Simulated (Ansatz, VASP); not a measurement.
Two plane-wave programs on MgO

File INCAR:

```
ALGO = Normal
EDIFF = 1E-6
ENCUT = 520
GGA = PS
ISIF = 2
ISMEAR = 0
LASPH = T
LCHARG = F
LREAL = F
LWAVE = F
NBANDS = 26
NELM = 100
PREC = Accurate
SIGMA = 0.05
```

Contents of KPOINTS:

```
k-points
0
Gamma
  6 6 6
```

POSCAR

```
MgO
1.0
    4.2149416169      0.0000000000      0.0000000000
    0.0000000000     -4.2149416169      0.0000000000
    0.0000000000      0.0000000000     -4.2149416169
Mg O
4 4
Direct
   -0.0177827656      0.0177827656      0.0251486283
    0.5000000000      0.5000000000      0.0000000000
    0.5000000000      0.0000000000      0.5000000000
    0.0000000000      0.5000000000      0.5000000000
    0.5000000000      0.0000000000      0.0000000000
    0.0000000000      0.5000000000      0.0000000000
    0.0000000000      0.0000000000      0.5000000000
    0.5000000000      0.5000000000      0.5000000000
```

Input for Ansatz:

```yaml
crystal:
  lattice:
    - [4.2149416169, 0.0, 0.0]
    - [0.0, -4.2149416169, 0.0]
    - [0.0, 0.0, -4.2149416169]
  atoms:
    - { symbol: Mg, position: [-0.0177827656, 0.0177827656, 0.0251486283] }
    - { symbol: Mg, position: [0.5, 0.5, 0.0] }
    - { symbol: Mg, position: [0.5, 0.0, 0.5] }
    - { symbol: Mg, position: [0.0, 0.5, 0.5] }
    - { symbol: O, position: [0.5, 0.0, 0.0] }
    - { symbol: O, position: [0.0, 0.5, 0.0] }
    - { symbol: O, position: [0.0, 0.0, 0.5] }
    - { symbol: O, position: [0.5, 0.5, 0.5] }
basis:
  ecutwfc: 420
kpoints:
  mp_grid: { grid: [6, 6, 6] }
hamiltonian:
  xc: pbesol
  pseudopotentials: { kind: paw, azcp: { folder: soft_1 } }
scf:
  occupations: { method: gaussian, width: 0.05 }
output:
  forces: true
  stress: true
  eigenvalues: true
```

Alike in both runs: task single point; functional PBEsol; k mesh 6 × 6 × 6; occupations gaussian, width 0.05 eV; no spin polarisation.

|  | VASP | Ansatz |
| --- | --- | --- |
| version | VASP 6.6.1 | Ansatz 0.2.0 |
| potentials or method | VASP PAW PBE potentials, release 64 (Mg, O), cutoff 520 eV | scalar-relativistic, plane waves, PAW |
| valence electrons in the cell | 32 | 64 |

Ansatz gave:

| Property | Result |
| --- | --- |
| gap on the k mesh at the Fermi level (eV) | 4.62 |
| least direct gap on the mesh (eV) | 4.62 |
| pressure (GPa) | 0.6 |
| traceless stress, the component that is largest in VASP (GPa) | 0.31 |
| rms of the force components (eV/Å) | 0.336 |

Question: Estimate VASP's values.

Answer: gap on the k mesh at the Fermi level (eV): 4.61; least direct gap on the mesh (eV): 4.61; pressure (GPa): 0.1; traceless stress, the component that is largest in VASP (GPa): 0.31; rms of the force components (eV/Å): 0.340.

VASP's potentials were made for PBE, not for PBEsol, and Ansatz warns of the same on its side. Atom by atom the forces differ by 0.004 eV/Å (rms over components). VASP's potentials hold 32 valence electrons a cell and Ansatz's 64, so a difference there can come from the potentials and not from the codes.
